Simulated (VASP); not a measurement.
# Ru (R-3m) in VASP: notebook

Runs on Ru. Level: PBE. Tasks: single point.

All numbers are computed with VASP 6.6.1; they aren't measurements. Logs are shortened: lines on timing, memory, paths and dates and some standing lists are left out, and cuts for length are marked.

## 1. The cell of the first run

The structure is trigonal, space group R-3m (No. 166). Conventional cell: a = 2.583 Å, b = 2.583 Å, c = 6.154 Å, α = 90.00°, β = 90.00°, γ = 120.00°. Ru (site symmetry -3m) has 12 Ru at 2.54 to 2.58 Å within 3.3 Å.

## 2. Single point, PBE

INCAR reads:

```
ALGO = Normal ; EDIFF = 1E-6
ENCUT = 520 ; GGA = PE
ISIF = 2 ; ISMEAR = 0
LASPH = T ; LCHARG = T
LELF = T ; LREAL = F
LVHAR = T ; LWAVE = F
NBANDS = 13 ; NELM = 80
PREC = Accurate ; SIGMA = 0.15
```

KPOINTS reads:

```
k-points
0
Gamma
  20 20 20
```

POSCAR reads:

```
Ru
1.0
   -0.0333389707      1.7931603520      1.7931603520
    1.7931603520     -0.0333389707      1.7931603520
    1.7931603520      1.7931603520     -0.0333389707
Ru
1
Direct
    0.0000000000      0.0000000000      0.0000000000
```

Potentials or basis: VASP PAW PBE potentials, release 64 (Ru_pv).

Started as:

```
$ cat potpaw_PBE.64/Ru_pv/POTCAR > POTCAR
$ mpirun -np 1 vasp_std > vasp.out
```

OUTCAR:

```text
EDIFF = 1E-6
   ENCUT = 520
   GGA = PE
   ISIF = 2
   ISMEAR = 0
   LASPH = T
   LREAL = F
   NELM = 80
   PREC = Accurate

 ion  position               nearest neighbor table
   1  0.000  0.000  0.000-

  LATTYP: Found a trigonal (rhomboedric) cell.
 ALAT       =     2.5361308292
 COS(alpha) =     0.4813245119

  Lattice vectors:

 A1 = (  -0.0333389707,   1.7931603520,   1.7931603520)
 A2 = (   1.7931603520,  -0.0333389707,   1.7931603520)
 A3 = (   1.7931603520,   1.7931603520,  -0.0333389707)

Analysis of symmetry for initial positions (statically):
=====================================================================
 Subroutine PRICEL returns:
 Original cell was already a primitive cell.

 Routine SETGRP: Setting up the symmetry group for a
 trigonal (rhombohedral) supercell.

 Subroutine GETGRP returns: Found 12 space group operations
 (whereof 12 operations were pure point group operations)
 out of a pool of 12 trial point group operations.

The static configuration has the point symmetry D_3d.

Analysis of symmetry for dynamics (positions and initial velocities):
=====================================================================
 Subroutine PRICEL returns:
 Original cell was already a primitive cell.

 Routine SETGRP: Setting up the symmetry group for a
 trigonal (rhombohedral) supercell.

 Subroutine GETGRP returns: Found 12 space group operations
 (whereof 12 operations were pure point group operations)
 out of a pool of 12 trial point group operations.

The dynamic configuration has the point symmetry D_3d.

 Subroutine INISYM returns: Found 12 space group operations
 (whereof 12 operations are pure point group operations),
 and found     1 'primitive' translations

----------------------------------------------------------------------------------------

                                     Primitive cell

  volume of cell :      11.8531

  direct lattice vectors                    reciprocal lattice vectors
    -0.033338971  1.793160352  1.793160352    -0.271179028  0.276316384  0.276316384
     1.793160352 -0.033338971  1.793160352     0.276316384 -0.271179028  0.276316384
     1.793160352  1.793160352 -0.033338971     0.276316384  0.276316384 -0.271179028

  length of vectors
     2.536130829  2.536130829  2.536130829     0.475646459  0.475646459  0.475646459

  position of ions in fractional coordinates (direct lattice)
     0.000000000  0.000000000  0.000000000

  ion indices of the primitive-cell ions
   primitive index   ion index
                 1           1

----------------------------------------------------------------------------------------

 KPOINTS: k-points

Automatic generation of k-mesh.
 Grid dimensions read from file:
 generate k-points for:   20   20   20

 Generating k-lattice:

  Cartesian coordinates                     Fractional coordinates (reciprocal lattice)
    -0.013558951  0.013815819  0.013815819     0.050000000  0.000000000  0.000000000
     0.013815819 -0.013558951  0.013815819     0.000000000  0.050000000  0.000000000
     0.013815819  0.013815819 -0.013558951     0.000000000  0.000000000  0.050000000

  Length of vectors
     0.023782323  0.023782323  0.023782323

  Shift w.r.t. Gamma in fractional coordinates (k-lattice)
     0.000000000  0.000000000  0.000000000

 Subroutine IBZKPT returns following result:
 ===========================================

 Found    781 irreducible k-points:

 Following reciprocal coordinates:
            Coordinates               Weight
  0.000000  0.000000  0.000000      1.000000
  0.050000  0.000000  0.000000      6.000000
  0.100000  0.000000 -0.000000      6.000000
  0.150000  0.000000  0.000000      6.000000
  0.200000  0.000000 -0.000000      6.000000
  0.250000  0.000000 -0.000000      6.000000
[... 16 lines left out ...]
 -0.400000  0.050000 -0.000000     12.000000
 -0.350000  0.050000  0.000000     12.000000
 [... further k-points ...]
   k-points           NKPTS =    781   k-points in BZ     NKDIM =    781   number of bands    NBANDS=     13
   number of dos      NEDOS =    301   number of ions     NIONS =      1
   total plane-waves  NPLWV =   8000
   dimension x,y,z NGX =    20 NGY =   20 NGZ =   20
   dimension x,y,z NGXF=    40 NGYF=   40 NGZF=   40
   ions per type =               1
   NGX,Y,Z   is equivalent  to a cutoff of  13.11, 13.11, 13.11 a.u.
   NGXF,Y,Z  is equivalent  to a cutoff of  26.22, 26.22, 26.22 a.u.
 SYSTEM =  unknown system
   PREC   = accura    normal or accurate (medium, high low for compatibility)
   ISTART =      0    job   : 0-new  1-cont  2-samecut
   ICHARG =      2    charge: 1-file 2-atom 10-const
   ISPIN  =      1    spin polarized calculation?
   LNONCOLLINEAR =      F non collinear calculations
   LSORBIT =      F    spin-orbit coupling
   LASPH  =      T    aspherical Exc in radial PAW
   ENCUT  =  520.0 eV  38.22 Ry    6.18 a.u.   4.72  4.72  4.72*2*pi/ulx,y,z
   NELM   =     80;   NELMIN=  2; NELMDL= -5     # of ELM steps
   EDIFF  = 0.1E-05   stopping-criterion for ELM
   LREAL  =      F    real-space projection
   EDIFFG = 0.1E-04   stopping-criterion for IOM
   NSW    =      0    number of steps for IOM
   IBRION =     -1    ionic relax: 0-MD 1-quasi-New 2-CG
   NFREE  =      0    steps in history (QN), initial steepest desc. (CG)
   ISIF   =      2    stress and relaxation
   ISYM   =      2    0-nonsym 1-usesym 2-fastsym
   POTIM  = 0.5000    time-step for ionic-motion
   TEBEG  =    0.0;   TEEND  =   0.0 temperature during run
   PSTRESS=    0.0 pullay stress
   NELECT =      14.0000    total number of electrons
   NUPDOWN=      -1.0000    fix difference up-down
   EMIN   =  10.00;   EMAX   =-10.00  energy-range for DOS
   EFERMI =   0.00;   METHOD = LEGACY
   ISMEAR =     0;   SIGMA  =   0.15  broadening in eV -4-tet -1-fermi 0-gaus
   EFERMI_NEDOS =   21; number of points for ismear=-14 and -15
   IALGO  =     38    algorithm
   IMIX   =      4    mixing-type and parameters
     AMIX     =   0.40;   BMIX     =  1.00
     AMIX_MAG =   1.60;   BMIX_MAG =  1.00
  volume/ion in A,a.u.               =      11.85        79.99
  Fermi-wavevector in a.u.,A,eV,Ry     =   1.730508  3.270185 40.744775  2.994657
  Thomas-Fermi vector in A             =   2.805050
   LORBIT       =      0    0 simple, 1 ext, 2 COOP (PROOUT), +10 PAW based schemes
   GGA     = PE    functional components
   LHFCALC =     F    Hartree Fock is set to
   AEXX    =    0.0000 exact exchange contribution
   IVDW    =     0    specifies the selected vdW correction
   LEPSILON=     F    determine dielectric tensor
   LRPA    =     F    only Hartree local field effects (RPA)
 non-spin polarized calculation
 Gauss-broadening in eV      SIGMA  =   0.15
  energy-cutoff  :      520.00
  volume of cell :       11.85
 maximum number of plane-waves:       331
   NGX =  9   NGY =  9   NGZ =  9

 number of electron      14.0000001 magnetization

 Free energy of the ion-electron system (eV)
  ---------------------------------------------------
  ext. energy  EPLUGINS =         0.00000000
  ---------------------------------------------------
  free energy    TOTEN  =        -8.74188222 eV

  energy without entropy =       -8.72993962  energy(sigma->0) =       -8.73591092

 E-fermi :  15.4037     XC(G=0): -14.9766

 val. band max:       15.4027245067   @ k =   0.4500   0.4000   0.4000
 cond. band min:      15.4051255180   @ k =   0.5000   0.3000   0.3000
 fundamental gap:      0.0024010112
 Fermi energy:        15.4037116345

 k-point     1 :       0.0000    0.0000    0.0000
  band No.  band energies     occupation
      1     -27.0554      2.00000
      2     -27.0554      2.00000
      3     -26.9892      2.00000
      4       6.7066      2.00000
      5      12.0479      2.00000
      6      12.0479      2.00000
      7      12.5585      2.00000
      8      15.2634      1.81397
      9      15.2634      1.81397
     10      25.8104      0.00000
     11      30.2459      0.00000
     12      36.5049      0.00000
     13      36.5049      0.00000

 k-point     2 :       0.0500    0.0000    0.0000
  band No.  band energies     occupation
      1     -27.0947      2.00000
      2     -27.0600      2.00000
      3     -26.9983      2.00000
      4       6.8296      2.00000
      5      11.9988      2.00000
      6      12.0946      2.00000
      7      12.5969      2.00000
      8      15.2261      1.90604
      9      15.2286      1.90124
     10      25.8104      0.00000
     11      30.4655      0.00000
     12      36.0194      0.00000
     13      36.7221      0.00000

 k-point     3 :       0.1000    0.0000   -0.0000
  band No.  band energies     occupation
      1     -27.2153      2.00000
      2     -27.0733      2.00000
      3     -27.0177      2.00000
      4       7.1806      2.00000
      5      11.8546      2.00000
      6      12.2188      2.00000
      7      12.7228      2.00000
      8      15.1385      1.98760
      9      15.1476      1.98426
     10      25.8104      0.00000
     11      31.0807      0.00000
     12      34.8734      0.00000
     13      37.3587      0.00000

 k-point     4 :       0.1500    0.0000    0.0000
  band No.  band energies     occupation
      1     -27.4042      2.00000
      2     -27.0942      2.00000
      3     -27.0440      2.00000
      4       7.6957      2.00000
      5      11.6894      2.00000
      6      12.3681      2.00000
      7      12.8964      2.00000
      8      15.0737      1.99814
      9      15.0950      1.99639
     10      25.8104      0.00000
     11      31.9211      0.00000
     12      33.6274      0.00000
     13      38.3748      0.00000

 k-point     5 :       0.2000    0.0000   -0.0000
  band No.  band energies     occupation
      1     -27.6389      2.00000
      2     -27.1203      2.00000
      3     -27.0761      2.00000
      4       8.2333      2.00000
      5      11.6762      2.00000
      6      12.4586      2.00000
      7      13.0101      2.00000
      8      15.1378      1.98784
      9      15.1910      1.95505
     10      25.8103      0.00000
     11      31.9860      0.00000
     12      33.2625      0.00000
     13      39.7127      0.00000
[... 257 lines left out ...]
 k-point    22 :      -0.4500    0.0500   -0.0000
  band No.  band energies     occupation
      1     -28.6539      2.00000
      2     -27.2706      2.00000
      3     -27.2264      2.00000
      4       8.3444      2.00000
      5      11.7747      2.00000
      6      12.4130      2.00000
      7      15.6476      0.02149
      8      17.4255      0.00000
      9      18.2407      0.00000
     10      25.8077      0.00000
     11      27.3727      0.00000
     12      30.3527      0.00000
     13      37.3982      0.00000

 k-point    23 :      -0.4000    0.0500   -0.0000
  band No.  band energies     occupation
      1     -28.5668      2.00000
      2     -27.2666      2.00000
      3     -27.2080      2.00000
      4       8.4316      2.00000
      5      11.8730      2.00000
      6      12.4852      2.00000
      7      15.0667      1.99851
      8      17.0077      0.00000
      9      17.8440      0.00000
     10      25.8089      0.00000
     11      28.0429      0.00000
     12      30.9304      0.00000
     13      37.8759      0.00000

 k-point    24 :      -0.3500    0.0500    0.0000
  band No.  band energies     occupation
      1     -28.4147      2.00000
      2     -27.2530      2.00000
      3     -27.1815      2.00000
      4       8.5698      2.00000
      5      12.0303      2.00000
      6      12.6217      2.00000
      7      14.1022      2.00000
      8      16.4301      0.00000
      9      17.2834      0.00000
     10      25.8096      0.00000
     11      28.9143      0.00000
     12      31.9666      0.00000
     13      38.8320      0.00000

 [... further k-points ...]

------------------------ aborting loop because EDIFF is reached ----------------------------------------

  FORCE on cell =-STRESS in cart. coord.  units (eV):
  Direction    XX          YY          ZZ          XY          YZ          ZX
  --------------------------------------------------------------------------------------
  -------------------------------------------------------------------------------------
  Total        5.1210100      5.1210100      5.1210100      0.5431087      0.5431087      0.5431087
  in kB      692.2041586    692.2041586    692.2041586     73.4117132     73.4117132     73.4117132
  external PRESSURE =     692.2041586 kB  Pullay stress =       0.0000000 kB

 VOLUME and BASIS-vectors are now :
 -----------------------------------------------------------------------------
  energy-cutoff  :      520.00
  volume of cell :       11.85
      direct lattice vectors                 reciprocal lattice vectors
    -0.033338971  1.793160352  1.793160352    -0.271179028  0.276316384  0.276316384
     1.793160352 -0.033338971  1.793160352     0.276316384 -0.271179028  0.276316384
     1.793160352  1.793160352 -0.033338971     0.276316384  0.276316384 -0.271179028

 POSITION                                       TOTAL-FORCE (eV/Angst)
 -----------------------------------------------------------------------------------
      0.00000      0.00000      0.00000        -0.000000      0.000000     -0.000000
 -----------------------------------------------------------------------------------
    total drift:                                0.000000     -0.000000      0.000000

  FREE ENERGIE OF THE ION-ELECTRON SYSTEM (eV)
  ---------------------------------------------------
  free  energy   TOTEN  =        -8.7418822228 eV

  energy  without entropy=       -8.7299396177  energy(sigma->0) =       -8.73591092
```

Wall time 88 s (1 thread of Intel Xeon Platinum 8259CL at 2.50GHz (Skylake/Cascade Lake), shared host); peak memory 0.22 GiB.

What came out:

| Property | Result |
| --- | --- |
| Free energy | -8.7419 eV |
| Pressure | 69.2 GPa |
| Band gap on the k mesh | zero (band 7 reaches 18.20 eV, above the bottom of band 8 at 13.88 eV) |

Stress tensor (GPa, compression positive):
```
69.22  7.34  7.34
 7.34 69.22  7.34
 7.34  7.34 69.22
```

## 3. Single point, PBE

INCAR reads:

```
  PREC = Accurate
  ENCUT = 520
  EDIFF = 1E-7
  ISMEAR = 0
  SIGMA = 0.15
  LREAL = False
  LASPH = True
  NELM = 80
  ALGO = Normal
  ISIF = 2
  LWAVE = False
  LCHARG = True
  GGA = PE
  LELF = True
  LVHAR = True
  NBANDS = 13
```

KPOINTS reads:

```
regular mesh
0
Gamma
  20 20 20
```

POSCAR reads:

```
Ru
1.0
    0.0333389707      1.8264993227      1.8264993227
    1.8264993227      0.0333389707      1.8264993227
    1.8264993227      1.8264993227      0.0333389707
Ru
1
Direct
    0.0000000000      0.0000000000      0.0000000000
```

Potentials or basis: VASP PAW PBE potentials, release 64 (Ru_pv).

Started as:

```
$ cat potpaw_PBE.64/Ru_pv/POTCAR > POTCAR
$ mpirun -np 1 vasp_std > vasp.out
```

Wall time 1.9 min (1 thread of Intel Xeon Platinum 8259CL at 2.50GHz (Skylake/Cascade Lake), shared host); peak memory 0.22 GiB.

Results (log left out):

```
Free energy            : -8.7420 eV
Pressure               : 69.2 GPa
Band gap on the k mesh : zero (band 7 reaches 18.21 eV, above the bottom of band 8 at 13.85 eV)
```

Stress tensor (GPa, compression positive):
```
69.23 -7.37 -7.37
-7.37 69.23 -7.37
-7.37 -7.37 69.23
```

Levels at points of the mesh, in eV from the Fermi level:
```
           k point  band 4  band 5  band 6  band 7  band 8  band 9  band 10  band 11
(0.00, 0.00, 0.00)   -8.70   -3.50   -3.03   -3.03   -0.14   -0.14    10.41    14.84
(0.50, 0.00, 0.00)   -7.20   -3.64   -3.11    1.33    2.01    2.36    10.40    12.17
(0.50, 0.50, 0.00)   -7.75   -7.21    2.09    2.81    2.85    4.24    10.41    14.12
(0.50, 0.50, 0.50)   -7.16   -3.27   -3.27    0.87    2.08    2.08    10.40    11.56
```

## 4. Single point, PBE

This run uses another cell than the first one, of 13.82 Å³/atom, 1.166 times its volume.

INCAR reads:

```
SYSTEM = Ru
  PREC = Accurate
  ENCUT = 520
  EDIFF = 1E-6
  ISMEAR = 0
  SIGMA = 0.15
  LREAL = .False.
  LASPH = .True.
  NELM = 60
  ALGO = Fast
  ISIF = 2
  LWAVE = .False.
  LCHARG = .False.
  GGA = PE
  NBANDS = 13
```

KPOINTS reads:

```
regular mesh
0
Gamma
  20 20 20
  0 0 0
```

POSCAR reads:

```
Ru
1.0
   -0.0666779414      1.8717450686      1.8717450686
    1.8717450686     -0.0666779414      1.8717450686
    1.8717450686      1.8717450686     -0.0666779414
Ru
1
Direct
    0.0000000000      0.0000000000      0.0000000000
```

Started as:

```
$ cat potpaw_PBE.64/Ru_pv/POTCAR > POTCAR
$ mpirun -np 1 vasp_std > vasp.out
```

It took 61 s on 1 thread of Intel Xeon Platinum 8488C (Sapphire Rapids), shared host; peak memory 0.23 GiB.

It converged, with:

- Free energy: -9.0860 eV
- Pressure: 1.4 GPa
- Band gap on the k mesh: zero (band 7 reaches 14.60 eV, above the bottom of band 8 at 11.19 eV)

Stress tensor (GPa, compression positive):
```
1.38 8.57 8.57
8.57 1.38 8.57
8.57 8.57 1.38
```

Levels at points of the mesh, in eV from the Fermi level:
| k point | band 5 | band 6 | band 7 | band 8 | band 9 | band 10 |
| --- | --- | --- | --- | --- | --- | --- |
| (0.00, 0.00, 0.00) | -2.82 | -2.82 | -2.01 | -0.09 | -0.09 | 10.56 |
| (0.50, 0.00, 0.00) | -3.02 | -2.16 | 0.82 | 1.38 | 1.85 | 9.63 |
| (0.50, 0.50, 0.00) | -5.78 | 1.56 | 2.15 | 2.29 | 3.62 | 10.56 |
| (0.50, 0.50, 0.50) | -2.79 | -2.79 | 1.60 | 1.86 | 1.86 | 10.53 |

## 5. The runs side by side

```tsv
cell	gap on the mesh (eV)	pressure (GPa)
a = 2.536 Å, angles 61.2°, 1 atom	none	69.2
a = 2.583 Å, angles 58.8°, 1 atom	none	69.2
a = 2.648 Å, angles 62.3°, 1 atom	none	1.4
```

Alike in all rows: task single point; level PBE; potentials or basis VASP PAW PBE potentials, release 64 (Ru_pv); no spin polarisation; k mesh 20 × 20 × 20; cutoff (eV) 520; smearing gaussian 0.15 eV.

Absolute energies hang on the potentials; compare differences alone.
